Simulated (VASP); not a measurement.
Write the native input for VASP 6.6.1 that does the following.

```yaml
Task: relaxation of cell and atoms
Functional: PBE
Potentials_or_basis: VASP PAW PBE potentials, release 64 (W_sv, Co)
Cutoff: 600 eV
k_mesh: 6 × 6 × 6
Occupations: gaussian, width 0.1 eV
Spin: collinear spin
Starting_moments: "[0.18, 0.18, 0.0, 1.43] μB"
Dipole_correction: no
Further_INCAR_settings: ALGO = Fast; EDIFF = 1e-06; IBRION = 2; EDIFFG = -0.05; NSW = 100; ISIF = 3
```

The structure of CoW3 lies in POSCAR:

```
CoW3
1.0
    0.0000000000      3.0767554381      3.0767554381
    3.0767554381      0.0000000000      3.0767554381
    3.0767554381      3.0767554381      0.0000000000
W Co
3 1
Direct
    0.2500000000      0.2500000000      0.2500000000
    0.7500000000      0.7500000000      0.7500000000
    0.5000000000      0.5000000000      0.5000000000
    0.0000000000      0.0000000000      0.0000000000
```

These files were run (other wordings do the same):

INCAR

```
PREC = Accurate
ENCUT = 600
EDIFF = 1E-6
ISMEAR = 0
SIGMA = 0.1
LREAL = F
LASPH = T
NELM = 150
ALGO = Fast
ISIF = 3
LWAVE = F
LCHARG = F
ISPIN = 2
MAGMOM = 0.18 0.18 0 1.43
LORBIT = 11
LMAXMIX = 4
GGA = PE
IBRION = 2
NSW = 100
EDIFFG = -0.05
```

KPOINTS

```
Automatic mesh
0
Gamma
  6 6 6
```

Potentials or basis: VASP PAW PBE potentials, release 64 (W_sv, Co).

The run is started by

```sh
$ cat potpaw_PBE.64/W_sv/POTCAR potpaw_PBE.64/Co/POTCAR > POTCAR
$ mpirun -np 1 vasp_std > vasp.out
```

It gave:

```
Relaxed volume                                        : 15.04 Å³/atom
Relaxed cell                                          : a = 4.398 Å, b = 4.398 Å, c = 4.398 Å, α = 60.00°, β = 60.00°, γ = 60.00°
Space group after relaxing (to 0.1 Å)                 : Fm-3m (No. 225)
Energy gained by relaxing                             : 12.2 meV/atom
Ionic steps                                           : 3
Pressure after relaxing                               : -0.3 GPa
Net moment                                            : 1.79 μB per cell
Site moments                                          : W +0.19, +0.04 (each value once); Co +1.32 μB
Valence electrons inside the program's atomic spheres : W 11.99, 12.22 (each value once); Co 8.21
```

It took 4.8 min on 1 thread of Intel(R) Xeon(R) Platinum 8259CL CPU @ 2.50GHz (Skylake/Cascade Lake), on a shared host, peak memory 0.28 GiB.
